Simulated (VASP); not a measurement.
Here is a VASP 6.6.1 calculation.

File INCAR:

```
PREC = Accurate ; ENCUT = 520
EDIFF = 1E-7 ; ISMEAR = 0
SIGMA = 0.15 ; LREAL = False
LASPH = True ; NELM = 80
ALGO = Fast ; ISIF = 2
LWAVE = False ; LCHARG = True
GGA = PS ; LELF = True
LVHAR = True ; NBANDS = 31
```

Contents of KPOINTS:

```
Automatic mesh
0
Gamma
  14 14 14
```

File POSCAR:

```
SiW3
1.0
   -2.7060550509      2.7060550509      2.7060550509
    2.7060550509     -2.7060550509      2.7060550509
    2.7060550509      2.7060550509     -2.7060550509
Si W
1 3
Direct
    0.0000000000      0.0000000000      0.0000000000
    0.5000000000      0.5000000000      0.0000000000
    0.5000000000      0.0000000000      0.5000000000
    0.0000000000      0.5000000000      0.5000000000
```

Potentials or basis: VASP PAW PBE potentials, release 64 (Si, W_sv).

Command:

```bash
$ cat potpaw_PBE.64/Si/POTCAR potpaw_PBE.64/W_sv/POTCAR > POTCAR
$ mpirun -np 1 vasp_std > vasp.out
```

(1) What does it give for the pressure?

(2) Predict the band gap on the k mesh.

## Answers

(1) -21.7 GPa.

(2) zero (bands 23 and 24 overlap by 1.50 eV).

Caveat: the cell differs from its parent crystal (strain +0.050 along x and y, +0.050 along z); the cell stands under tension; the PAW data sets were made with another functional, which shifts forces and pressure a little; spin-orbit coupling is left out, which moves the levels of the heavy elements.
